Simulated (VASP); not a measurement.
SiC:

```
Si C
1.0
     3.09500    0.00000    0.00000
    -1.54750    2.68035    0.00000
     0.00000    0.00000   15.17000
Si C
6 6
Direct
  0.66667 0.33333 0.45830
  0.33333 0.66667 0.95830
  0.66667 0.33333 0.79170
  0.33333 0.66667 0.29170
  0.00000 0.00000 0.62500
  0.00000 0.00000 0.12500
  0.66667 0.33333 0.33330
  0.33333 0.66667 0.83330
  0.66667 0.33333 0.66670
  0.33333 0.66667 0.16670
  0.00000 0.00000 0.50000
  0.00000 0.00000 0.00000
```

Base run:

| Quantity | Value |
| --- | --- |
| Program | VASP 6.6.1 |
| Functional | RPBE |
| Potentials or basis | VASP PAW PBE potentials, release 64 (Si, C) |
| Cutoff | 520 eV |
| k mesh | 10 × 10 × 2 |
| Occupations | fermi-dirac, width 0.05 eV |
| Spin | no spin polarisation |

Its results: band gap on the k mesh 2.03 eV (least direct gap 3.12 eV); pressure 2.9 GPa; largest force 0.141 eV/Å.

Problem. The run is repeated on the same cell with these changes: functional from RPBE to PBEsol; further incar settings from ALGO = Normal; EDIFF = 1e-06; NBANDS = 36 to ALGO = Normal; EDIFF = 1e-07; NBANDS = 36. What comes out?

Solution. Band gap on the k mesh 1.91 eV (least direct gap 3.01 eV); pressure -2.8 GPa; largest force 0.143 eV/Å.

Caveats: the PAW data sets were made with another functional, which shifts forces and pressure a little.

A k mesh can miss the band edges.
